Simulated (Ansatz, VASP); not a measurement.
# One calculation of PtF3, two programs

```
Pt F
1.0
     3.50702    0.00000    0.00000
     0.00000    3.50702    0.00000
     0.00000    0.00000    3.50702
Pt F
1 3
Direct
  0.00000 0.00000 0.00000
  0.00000 0.50000 0.50000
  0.50000 0.00000 0.50000
  0.50000 0.50000 0.00000
```

Alike in both runs: functional PBE; k mesh 14 × 14 × 14; occupations gaussian, width 0.1 eV; collinear spin.

Ansatz relaxed the structure, and its values are those at the end. VASP's run is a single point on that final structure, the one shown.

|  | VASP | Ansatz |
| --- | --- | --- |
| version | VASP 6.6.1 | Ansatz 0.2.0 |
| potentials or method | VASP PAW PBE potentials, release 64 (Pt, F), cutoff 520 eV | scalar-relativistic, plane waves, PAW |
| valence electrons in the cell | 31 | 39 |

Ansatz gave:

```
gap on the k mesh at the Fermi level (eV)                     : none
pressure (GPa)                                                : 0.0
net moment per atom (μB)                                      : 0.74
size of the moment on the site where the two differ most (μB) : 1.74
```

What did VASP give for the same quantities?

gap on the k mesh at the Fermi level (eV): none; pressure (GPa): -0.5; net moment per atom (μB): 0.74; size of the moment on the site where the two differ most (μB): 1.85.

Site moments also hang on the region over which each program counts them. A gap of «none» marks a metal or a gap that the smearing closes. VASP's potentials hold 31 valence electrons a cell and Ansatz's 39, so a difference there can come from the potentials and not from the codes.

Neither program's run includes spin-orbit coupling.
